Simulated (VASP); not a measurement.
# AlCu2 (P6/mmm) in VASP: settings compared

Aim: see how the results for AlCu2 move with the level of theory and the settings. Levels: PBE, r2SCAN. Tasks: single point, relaxation of cell and atoms.

Program: VASP 6.6.1. These are calculated values, not measurements. Logs are shortened: lines on timing, memory, paths and dates and some standing lists are left out, and cuts for length are marked.

## (1) The cell of the first run

The structure is hexagonal, space group P6/mmm (No. 191). The conventional cell has a = 4.169 Å, b = 4.169 Å, c = 2.593 Å, α = 90.00°, β = 90.00°, γ = 120.00°. Within 3.4 Å of Al (site symmetry 6/mmm) lie 2 Al at 2.59 Å and 12 Cu at 2.73 Å. Within 3.2 Å of Cu (site symmetry -6m2) lie 5 Cu at 2.41 to 2.59 Å and 6 Al at 2.73 Å.

## (2) Single point, PBE

The input, INCAR:

```
SYSTEM = AlCu2
  PREC = Accurate
  ENCUT = 520
  EDIFF = 1E-7
  ISMEAR = 0
  SIGMA = 0.1
  LREAL = .FALSE.
  LASPH = .TRUE.
  NELM = 100
  ALGO = Fast
  ISIF = 2
  LWAVE = .FALSE.
  LCHARG = .FALSE.
  GGA = PE
  NBANDS = 20
```

The input, KPOINTS:

```
regular mesh
0
G
  6 6 6
  0 0 0
```

The input, POSCAR:

```
AlCu2
1.0
    4.1694351000      0.0000000000      0.0000000000
   -2.0847175000      3.6108367000      0.0000000000
    0.0000000000      0.0000000000      2.5925999000
Al Cu
1 2
Direct
    0.0000000000      0.0000000000      0.0000000000
    0.3333333000      0.6666667000      0.5000000000
    0.6666667000      0.3333333000      0.5000000000
```

Potentials or basis: VASP PAW PBE potentials, release 64 (Al, Cu).

On the command line:

```
$ cat potpaw_PBE.64/Al/POTCAR potpaw_PBE.64/Cu/POTCAR > POTCAR
$ mpirun -np 1 vasp_std > vasp.out
```

OUTCAR:

```text
SYSTEM = AlCu2
   PREC = Accurate
   ENCUT = 520
   EDIFF = 1E-7
   ISMEAR = 0
   LREAL = .FALSE.
   LASPH = .TRUE.
   NELM = 100
   ISIF = 2
   GGA = PE

 ion  position               nearest neighbor table
   1  0.000  0.000  0.000-   2 2.73   3 2.73   2 2.73   3 2.73   2 2.73   2 2.73   3 2.73   3 2.73
                             3 2.73   3 2.73   2 2.73   2 2.73
   2  0.333  0.667  0.500-   3 2.41   3 2.41   3 2.41   1 2.73   1 2.73   1 2.73   1 2.73   1 2.73
                             1 2.73
   3  0.667  0.333  0.500-   2 2.41   2 2.41   2 2.41   1 2.73   1 2.73   1 2.73   1 2.73   1 2.73
                             1 2.73

  LATTYP: Found a hexagonal cell.
 ALAT       =     4.1694351000
 C/A-ratio  =     0.6218108300

  Lattice vectors:

 A1 = (   4.1694351000,   0.0000000000,   0.0000000000)
 A2 = (  -2.0847175000,   3.6108367000,   0.0000000000)
 A3 = (   0.0000000000,   0.0000000000,   2.5925999000)

Analysis of symmetry for initial positions (statically):
=====================================================================
 Subroutine PRICEL returns:
 Original cell was already a primitive cell.

 Routine SETGRP: Setting up the symmetry group for a
 hexagonal supercell.

 Subroutine GETGRP returns: Found 24 space group operations
 (whereof 24 operations were pure point group operations)
 out of a pool of 24 trial point group operations.

The static configuration has the point symmetry D_6h.

Analysis of symmetry for dynamics (positions and initial velocities):
=====================================================================
 Subroutine PRICEL returns:
 Original cell was already a primitive cell.

 Routine SETGRP: Setting up the symmetry group for a
 hexagonal supercell.

 Subroutine GETGRP returns: Found 24 space group operations
 (whereof 24 operations were pure point group operations)
 out of a pool of 24 trial point group operations.

The dynamic configuration has the point symmetry D_6h.

 Subroutine INISYM returns: Found 24 space group operations
 (whereof 24 operations are pure point group operations),
 and found     1 'primitive' translations

----------------------------------------------------------------------------------------

                                     Primitive cell

  volume of cell :      39.0320

  direct lattice vectors                    reciprocal lattice vectors
     4.169435100  0.000000000  0.000000000     0.239840644  0.138472058  0.000000000
    -2.084717500  3.610836700  0.000000000     0.000000000  0.276944122  0.000000000
     0.000000000  0.000000000  2.592599900     0.000000000  0.000000000  0.385713199

  length of vectors
     4.169435100  4.169435061  2.592599900     0.276944120  0.276944122  0.385713199

  position of ions in fractional coordinates (direct lattice)
     0.000000000  0.000000000  0.000000000
     0.333333300  0.666666700  0.500000000
     0.666666700  0.333333300  0.500000000

  ion indices of the primitive-cell ions
   primitive index   ion index
                 1           1
                 2           2
                 3           3

----------------------------------------------------------------------------------------

 KPOINTS: regular mesh

Automatic generation of k-mesh.
 Grid dimensions read from file:
 generate k-points for:    6    6    6

 Generating k-lattice:

  Cartesian coordinates                     Fractional coordinates (reciprocal lattice)
     0.039973441  0.023078676  0.000000000     0.166666667  0.000000000  0.000000000
     0.000000000  0.046157354  0.000000000     0.000000000  0.166666667  0.000000000
     0.000000000  0.000000000  0.064285533     0.000000000  0.000000000  0.166666667

  Length of vectors
     0.046157353  0.046157354  0.064285533

  Shift w.r.t. Gamma in fractional coordinates (k-lattice)
     0.000000000  0.000000000  0.000000000

 Subroutine IBZKPT returns following result:
 ===========================================

 Found     28 irreducible k-points:

 Following reciprocal coordinates:
            Coordinates               Weight
  0.000000  0.000000  0.000000      1.000000
  0.166667  0.000000  0.000000      6.000000
  0.333333  0.000000  0.000000      6.000000
  0.500000  0.000000  0.000000      3.000000
  0.166667  0.166667  0.000000      6.000000
  0.333333  0.166667  0.000000     12.000000
[... 16 lines left out ...]
  0.166667  0.000000  0.500000      6.000000
  0.333333  0.000000  0.500000      6.000000
 [... further k-points ...]
   k-points           NKPTS =     28   k-points in BZ     NKDIM =     28   number of bands    NBANDS=     20
   number of dos      NEDOS =    301   number of ions     NIONS =      3
   total plane-waves  NPLWV =  20480
   dimension x,y,z NGX =    32 NGY =   32 NGZ =   20
   dimension x,y,z NGXF=    64 NGYF=   64 NGZF=   40
   ions per type =               1   2
   NGX,Y,Z   is equivalent  to a cutoff of  12.76, 12.76, 12.82 a.u.
   NGXF,Y,Z  is equivalent  to a cutoff of  25.52, 25.52, 25.65 a.u.
 SYSTEM =  AlCu2
   PREC   = accura    normal or accurate (medium, high low for compatibility)
   ISTART =      0    job   : 0-new  1-cont  2-samecut
   ICHARG =      2    charge: 1-file 2-atom 10-const
   ISPIN  =      1    spin polarized calculation?
   LNONCOLLINEAR =      F non collinear calculations
   LSORBIT =      F    spin-orbit coupling
   LASPH  =      T    aspherical Exc in radial PAW
   ENCUT  =  520.0 eV  38.22 Ry    6.18 a.u.   7.75  7.75  4.82*2*pi/ulx,y,z
   NELM   =    100;   NELMIN=  2; NELMDL= -5     # of ELM steps
   EDIFF  = 0.1E-06   stopping-criterion for ELM
   LREAL  =      F    real-space projection
   EDIFFG = 0.1E-05   stopping-criterion for IOM
   NSW    =      0    number of steps for IOM
   IBRION =     -1    ionic relax: 0-MD 1-quasi-New 2-CG
   NFREE  =      0    steps in history (QN), initial steepest desc. (CG)
   ISIF   =      2    stress and relaxation
   ISYM   =      2    0-nonsym 1-usesym 2-fastsym
   POTIM  = 0.5000    time-step for ionic-motion
   TEBEG  =    0.0;   TEEND  =   0.0 temperature during run
   PSTRESS=    0.0 pullay stress
   NELECT =      25.0000    total number of electrons
   NUPDOWN=      -1.0000    fix difference up-down
   EMIN   =  10.00;   EMAX   =-10.00  energy-range for DOS
   EFERMI =   0.00;   METHOD = LEGACY
   ISMEAR =     0;   SIGMA  =   0.10  broadening in eV -4-tet -1-fermi 0-gaus
   EFERMI_NEDOS =   21; number of points for ismear=-14 and -15
   IALGO  =     68    algorithm
   IMIX   =      4    mixing-type and parameters
     AMIX     =   0.40;   BMIX     =  1.00
     AMIX_MAG =   1.60;   BMIX_MAG =  1.00
  volume/ion in A,a.u.               =      13.01        87.80
  Fermi-wavevector in a.u.,A,eV,Ry     =   1.411176  2.666737 27.094899  1.991419
  Thomas-Fermi vector in A             =   2.533055
   LORBIT       =      0    0 simple, 1 ext, 2 COOP (PROOUT), +10 PAW based schemes
   GGA     = PE    functional components
   LHFCALC =     F    Hartree Fock is set to
   AEXX    =    0.0000 exact exchange contribution
   IVDW    =     0    specifies the selected vdW correction
   LEPSILON=     F    determine dielectric tensor
   LRPA    =     F    only Hartree local field effects (RPA)
 non-spin polarized calculation
 RMM-DIIS sequential band-by-band and
 Gauss-broadening in eV      SIGMA  =   0.10
  energy-cutoff  :      520.00
  volume of cell :       39.03
 maximum number of plane-waves:      1078
 NGX is ok and might be reduce to    32
   NGX = 15   NGY = 15   NGZ =  9

 number of electron      25.0000004 magnetization

 Free energy of the ion-electron system (eV)
  ---------------------------------------------------
  ext. energy  EPLUGINS =         0.00000000
  ---------------------------------------------------
  free energy    TOTEN  =       -11.57960091 eV

  energy without entropy =      -11.57629064  energy(sigma->0) =      -11.57794577

 E-fermi :   8.5055     XC(G=0): -11.8239

 val. band max:        8.2840912583   @ k =   0.1667   0.0000   0.0000
 cond. band min:       8.5068331899   @ k =   0.1667   0.1667   0.3333
 fundamental gap:      0.2227419316
 Fermi energy:         8.5055027676

 k-point     1 :       0.0000    0.0000    0.0000
  band No.  band energies     occupation
      1      -2.3267      2.00000
      2       3.8123      2.00000
      3       3.8628      2.00000
      4       3.8628      2.00000
      5       4.4218      2.00000
      6       4.5455      2.00000
[... 12 lines left out ...]
     19      21.5409      0.00000
     20      27.4197      0.00000

 k-point     2 :       0.1667    0.0000    0.0000
  band No.  band energies     occupation
      1      -2.0052      2.00000
      2       3.3798      2.00000
      3       3.9129      2.00000
      4       3.9471      2.00000
      5       4.2615      2.00000
      6       4.5538      2.00000
[... 12 lines left out ...]
     19      21.5263      0.00000
     20      25.9093      0.00000

 k-point     3 :       0.3333    0.0000    0.0000
  band No.  band energies     occupation
      1      -1.0765      2.00000
      2       2.2292      2.00000
      3       3.7369      2.00000
      4       4.0460      2.00000
      5       4.0694      2.00000
      6       4.4399      2.00000
[... 12 lines left out ...]
     19      21.0144      0.00000
     20      22.1749      0.00000

 k-point     4 :       0.5000    0.0000    0.0000
  band No.  band energies     occupation
      1       0.0159      2.00000
      2       0.9319      2.00000
      3       3.4543      2.00000
      4       4.1019      2.00000
      5       4.1662      2.00000
      6       4.3221      2.00000
[... 429 lines left out ...]
 k-point    23 :       0.1667    0.0000    0.5000
  band No.  band energies     occupation
      1       2.2564      2.00000
      2       3.3772      2.00000
      3       3.8252      2.00000
      4       3.9495      2.00000
      5       4.3965      2.00000
      6       4.5542      2.00000
[... 12 lines left out ...]
     19      17.6539      0.00000
     20      18.1678      0.00000

 k-point    24 :       0.3333    0.0000    0.5000
  band No.  band energies     occupation
      1       3.0609      2.00000
      2       3.1407      2.00000
      3       3.6315      2.00000
      4       4.0486      2.00000
      5       4.1136      2.00000
      6       4.4293      2.00000
[... 12 lines left out ...]
     19      20.1652      0.00000
     20      20.5386      0.00000

 [... further k-points ...]

------------------------ aborting loop because EDIFF is reached ----------------------------------------

  FORCE on cell =-STRESS in cart. coord.  units (eV):
  Direction    XX          YY          ZZ          XY          YZ          ZX
  --------------------------------------------------------------------------------------
  -------------------------------------------------------------------------------------
  Total        0.4466144      0.4466144     -0.5801186      0.0000000      0.0000000     -0.0000000
  in kB       18.3325440     18.3325439    -23.8125985      0.0000003      0.0000000     -0.0000000
  external PRESSURE =       4.2841631 kB  Pullay stress =       0.0000000 kB

 VOLUME and BASIS-vectors are now :
 -----------------------------------------------------------------------------
  energy-cutoff  :      520.00
  volume of cell :       39.03
      direct lattice vectors                 reciprocal lattice vectors
     4.169435100  0.000000000  0.000000000     0.239840644  0.138472058  0.000000000
    -2.084717500  3.610836700  0.000000000     0.000000000  0.276944122  0.000000000
     0.000000000  0.000000000  2.592599900     0.000000000  0.000000000  0.385713199

 POSITION                                       TOTAL-FORCE (eV/Angst)
 -----------------------------------------------------------------------------------
      0.00000      0.00000      0.00000         0.000000      0.000000     -0.000000
     -0.00000      2.40722      1.29630         0.000000     -0.000000      0.000000
      2.08472      1.20361      1.29630        -0.000000      0.000000     -0.000000
 -----------------------------------------------------------------------------------
    total drift:                                0.000000     -0.000000      0.000000

  FREE ENERGIE OF THE ION-ELECTRON SYSTEM (eV)
  ---------------------------------------------------
  free  energy   TOTEN  =       -11.5796009089 eV

  energy  without entropy=      -11.5762906370  energy(sigma->0) =      -11.57794577
```

Wall time 32 s (1 thread of AMD EPYC 7R43 (Zen 3), shared host); peak memory 0.12 GiB.

What came out:

| Item | Value |
| --- | --- |
| Free energy | -11.5796 eV |
| Pressure | 0.4 GPa |
| Band gap on the k mesh | zero (an odd number of electrons rules out a gap without spin polarisation) |

Caveat: the k points lie up to 0.40 Å⁻¹ apart, too coarse for converged energies and pressures of a metal.

## (3) Single point, PBE

The input, INCAR:

```
ALGO = Fast ; EDIFF = 1E-6
ENCUT = 520 ; GGA = PE
ISIF = 2 ; ISMEAR = 0
LASPH = T ; LCHARG = F
LREAL = F ; LWAVE = F
NBANDS = 20 ; NELM = 100
PREC = Accurate ; SIGMA = 0.1
```

The input, KPOINTS:

```
k-points
0
Gamma
  12 12 18
```

The input, POSCAR:

```
AlCu2
1.0
    4.1694350907     -0.0000000289      0.0000000000
   -2.0847175204      3.6108367224      0.0000000000
    0.0000000000      0.0000000000      2.5925999000
Al Cu
1 2
Direct
    0.0000000000      0.0000000000      0.0000000000
    0.3333333333      0.6666666667      0.5000000000
    0.6666666667      0.3333333333      0.5000000000
```

Potentials or basis: VASP PAW PBE potentials, release 64 (Al, Cu).

On the command line:

```
$ cat potpaw_PBE.64/Al/POTCAR potpaw_PBE.64/Cu/POTCAR > POTCAR
$ mpirun -np 1 vasp_std > vasp.out
```

Wall time 3.1 min (1 thread of AMD EPYC 7R43 (Zen 3), shared host); peak memory 0.22 GiB.

It converged, with:

| Property | Result |
| --- | --- |
| Free energy | -11.5793 eV |
| Pressure | 0.3 GPa |
| Band gap on the k mesh | zero (an odd number of electrons rules out a gap without spin polarisation) |

Stress tensor (GPa, compression positive):
```
0.43 0.00 0.00
0.00 0.43 0.00
0.00 0.00 0.18
```

Levels at points of the mesh, in eV from the Fermi level:
```csv
k point,band 11,band 12,band 13,band 14,band 15,band 16
"(0.00, 0.00, 0.00)",-2.62,1.57,1.57,1.63,1.93,1.93
"(0.50, 0.00, 0.00)",-2.54,-2.53,-2.43,1.17,8.96,9.18
"(0.00, 0.00, 0.50)",-2.10,-1.49,5.66,5.66,6.06,6.51
"(0.50, 0.00, 0.50)",-1.48,-0.88,0.31,0.40,2.56,3.98
```

## (4) Single point, PBE

The input, INCAR:

```
SYSTEM = AlCu2
ALGO = Fast ; EDIFF = 1E-6
ENCUT = 520 ; GGA = PE
ISIF = 2 ; ISMEAR = 0
LASPH = .TRUE. ; LCHARG = .TRUE.
LELF = .TRUE. ; LREAL = .FALSE.
LVHAR = .TRUE. ; LWAVE = .FALSE.
NBANDS = 20 ; NELM = 60
PREC = Accurate ; SIGMA = 0.1
```

The input, KPOINTS:

```
k-points
0
G
  12 12 18
  0 0 0
```

POSCAR is that of step 3.

Potentials or basis: VASP PAW PBE potentials, release 64 (Al, Cu).

On the command line:

```
$ cat potpaw_PBE.64/Al/POTCAR potpaw_PBE.64/Cu/POTCAR > POTCAR
$ mpirun -np 1 vasp_std > vasp.out
```

OUTCAR:

```text
SYSTEM = AlCu2
   EDIFF = 1E-6
   ENCUT = 520
   GGA = PE
   ISIF = 2
   ISMEAR = 0
   LASPH = .TRUE.
   LREAL = .FALSE.
   NELM = 60
   PREC = Accurate

 ion  position               nearest neighbor table
   1  0.000  0.000  0.000-   2 2.73   3 2.73   2 2.73   3 2.73   3 2.73   3 2.73   2 2.73   2 2.73
                             3 2.73   3 2.73   2 2.73   2 2.73
   2  0.333  0.667  0.500-   3 2.41   3 2.41   3 2.41   1 2.73   1 2.73   1 2.73   1 2.73   1 2.73
                             1 2.73
   3  0.667  0.333  0.500-   2 2.41   2 2.41   2 2.41   1 2.73   1 2.73   1 2.73   1 2.73   1 2.73
                             1 2.73

  LATTYP: Found a hexagonal cell.
 ALAT       =     4.1694350907
 C/A-ratio  =     0.6218108313

  Lattice vectors:

 A1 = (   4.1694350907,  -0.0000000289,   0.0000000000)
 A2 = (  -2.0847175204,   3.6108367224,   0.0000000000)
 A3 = (   0.0000000000,   0.0000000000,   2.5925999000)

Analysis of symmetry for initial positions (statically):
=====================================================================
 Subroutine PRICEL returns:
 Original cell was already a primitive cell.

[... 167 lines left out ...]
  ext. energy  EPLUGINS =         0.00000000
  ---------------------------------------------------
  free energy    TOTEN  =       -11.57934210 eV

  energy without entropy =      -11.57677553  energy(sigma->0) =      -11.57805882

 E-fermi :   8.3694     XC(G=0): -11.8236

 val. band max:        8.3248782908   @ k =   0.5000  -0.0000   0.2778
 cond. band min:       8.3700430421   @ k =   0.1667   0.0000   0.0556
 fundamental gap:      0.0451647513
 Fermi energy:         8.3693755764

 k-point     1 :       0.0000    0.0000    0.0000
  band No.  band energies     occupation
      1      -2.3259      2.00000
      2       3.8242      2.00000
      3       3.8554      2.00000
      4       3.8554      2.00000
      5       4.4345      2.00000
      6       4.5351      2.00000
[... 541 lines left out ...]
     19      21.6548      0.00000
     20      22.2247      0.00000

 [... further k-points ...]
[... 5 lines left out ...]
  --------------------------------------------------------------------------------------
  -------------------------------------------------------------------------------------
  Total        0.1049244      0.1049244      0.0449762     -0.0000000     -0.0000000      0.0000000
  in kB        4.3069150      4.3069150      1.8461740     -0.0000000     -0.0000000      0.0000000
  external PRESSURE =       3.4866680 kB  Pullay stress =       0.0000000 kB

 VOLUME and BASIS-vectors are now :
 -----------------------------------------------------------------------------
  energy-cutoff  :      520.00
  volume of cell :       39.03
      direct lattice vectors                 reciprocal lattice vectors
     4.169435091 -0.000000029  0.000000000     0.239840646  0.138472059  0.000000000
    -2.084717520  3.610836722  0.000000000     0.000000002  0.276944122  0.000000000
     0.000000000  0.000000000  2.592599900     0.000000000  0.000000000  0.385713199

 POSITION                                       TOTAL-FORCE (eV/Angst)
 -----------------------------------------------------------------------------------
      0.00000      0.00000      0.00000        -0.000000     -0.000000      0.000000
      0.00000      2.40722      1.29630         0.000000      0.000000      0.000000
      2.08472      1.20361      1.29630        -0.000000     -0.000000     -0.000000
 -----------------------------------------------------------------------------------
    total drift:                               -0.000000      0.000000     -0.000000

  FREE ENERGIE OF THE ION-ELECTRON SYSTEM (eV)
  ---------------------------------------------------
  free  energy   TOTEN  =       -11.5793421027 eV

  energy  without entropy=      -11.5767755348  energy(sigma->0) =      -11.57805882
```

stdout:

```text
POSCAR found type information on POSCAR AlCu
 POSCAR found :  2 types and       3 ions
 scaLAPACK will be used
 LDA part: xc-table for (Slater+PW92), standard interpolation
 POSCAR, INCAR and KPOINTS ok, starting setup
 FFT: planning ... GRIDC
 FFT: planning ... GRID_SOFT
 FFT: planning ... GRID
 WAVECAR not read
 entering main loop
```

Wall time 3 min (1 thread of AMD EPYC 7R43 (Zen 3), shared host); peak memory 0.21 GiB.

Results:

- Free energy: -11.5793 eV
- Pressure: 0.3 GPa
- Band gap on the k mesh: zero (an odd number of electrons rules out a gap without spin polarisation)

(Part 1 of 2 ends here.)
